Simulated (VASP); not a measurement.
Set up this calculation in VASP 6.6.1, as the native input.

```yaml
Task: single point
Functional: PBE
Potentials_or_basis: VASP PAW PBE potentials, release 64 (Ti_sv, B)
Cutoff: 520 eV
k_mesh: 10 × 10 × 9
Occupations: fermi-dirac, width 0.05 eV
Spin: no spin polarisation
Dipole_correction: no
Further_INCAR_settings: ALGO = Normal; EDIFF = 1e-06; NBANDS = 16
```

The structure of TiB2 lies in POSCAR:

```
TiB2
1.0
    3.0259273119      0.0000000000      0.0000000000
   -1.5129636559      2.6205299221      0.0000000000
    0.0000000000      0.0000000000      3.2287677100
Ti B
1 2
Direct
    0.0000000000      0.0000000000      0.0000000000
    0.2066666667      0.6033333333      0.5000000000
    0.7933333333      0.3966666667      0.5000000000
```

This cell differs from its parent crystal: shortest bond scaled by 0.62.

One way to write it, as run:

INCAR

```
SYSTEM = TiB2
PREC = Accurate
ENCUT = 520
EDIFF = 1E-6
ISMEAR = -1
SIGMA = 0.05
LREAL = .FALSE.
LASPH = .TRUE.
NELM = 100
ALGO = Normal
ISIF = 2
LWAVE = .FALSE.
LCHARG = .TRUE.
GGA = PE
LELF = .TRUE.
LVHAR = .TRUE.
NBANDS = 16
```

KPOINTS

```
Automatic mesh
0
G
  10 10 9
  0 0 0
```

Potentials or basis: VASP PAW PBE potentials, release 64 (Ti_sv, B).

Command:

```sh
$ cat potpaw_PBE.64/Ti_sv/POTCAR potpaw_PBE.64/B/POTCAR > POTCAR
$ mpirun -np 1 vasp_std > vasp.out
```

It gave:

- Pressure: 88.4 GPa
- Largest force: 43.446 eV/Å
- Band gap on the k mesh: zero (bands 9 and 10 overlap by 1.36 eV)

Caveat: the cell differs from its parent crystal (shortest bond scaled by 0.62); atoms lie so close that the PAW spheres overlap strongly, which falsifies energies and pressures; the stress differs along the axes, from -2 to 197 GPa; forces of over 1 eV/Å act on the atoms, so gaps and moduli don't describe the material at rest.

It took 69 s on 1 thread of Intel Xeon 8259CL, with other jobs on the host, peak memory 0.19 GiB.
